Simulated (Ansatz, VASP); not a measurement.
One calculation of ZrB, two programs

```xyz
2
Lattice="0.0000 2.3250 2.2553 2.3250 0.0000 2.2553 2.3250 2.3250 0.0000" Properties=species:S:1:pos:R:3 pbc="T T T"
Zr    0.0000    0.0000    0.0000
B     2.3250    2.3250    2.2553
```

Change from the starting cell: strain +0.000 along x and y, -0.030 along z, atoms carried along.

Alike in both runs: task single point; functional PBEsol; k mesh 18 × 18 × 18; occupations gaussian, width 0.15 eV; no spin polarisation.

```csv
,VASP,Ansatz
version,VASP 6.6.1,Ansatz 0.2.0
potentials or method,"VASP PAW PBE potentials, release 64 (Zr_sv, B), cutoff 520 eV","scalar-relativistic, plane waves, PAW"
valence electrons in the cell,15,15
```

```tsv
	VASP	Ansatz	Ansatz less VASP
gap on the k mesh at the Fermi level (eV)	none	none	-
pressure (GPa)	38.7	38.3	-0.32
traceless stress, the component that is largest in VASP (GPa)	10.63	10.61	-0.024
```

VASP's potentials were made for PBE, not for PBEsol. A gap of «none» marks a metal or a gap that the smearing closes. Both programs put the cell under a high pressure, so it lies far from rest at this level.
